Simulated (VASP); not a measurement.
Cu: single point with r2SCAN

The system is Cu.

```
CELL_PARAMETERS angstrom
2.53410 0.00000 0.00000
-1.26705 2.19459 0.00000
0.00000 0.00000 4.11257
ATOMIC_POSITIONS crystal
Cu 0.33333 0.66667 0.25000
Cu 0.66667 0.33333 0.75000
```

```
Program             : VASP 6.6.1
Task                : single point
Functional          : r2SCAN
Potentials or basis : VASP PAW PBE potentials, release 64 (Cu)
Cutoff              : 520 eV
k mesh              : 5 × 5 × 3
Occupations         : fermi-dirac, width 0.1 eV
Spin                : no spin polarisation
```

```json
{
 "Pressure": "0.5 GPa",
 "Band gap on the k mesh": "zero (band 11 reaches 9.77 eV, above the bottom of band 12 at 5.87 eV)"
}
```

Stress tensor (GPa, compression positive):
```
-1.15  0.00  0.00
 0.00 -1.15  0.00
 0.00  0.00  3.68
```

Levels at points of the mesh, in eV from the Fermi level:
```tsv
k point	band 9	band 10	band 11	band 12	band 13	band 14
(0.00, 0.00, 0.00)	-3.29	-2.48	-2.48	-1.71	3.61	21.69
```

It took 17 s on 1 thread of Intel(R) Xeon(R) 6975P-C (Granite Rapids) (shared host), peak memory 0.13 GiB.

Caveat: the k points lie up to 0.57 Å⁻¹ apart; the PAW data sets were made with another functional, which shifts forces and pressure a little.
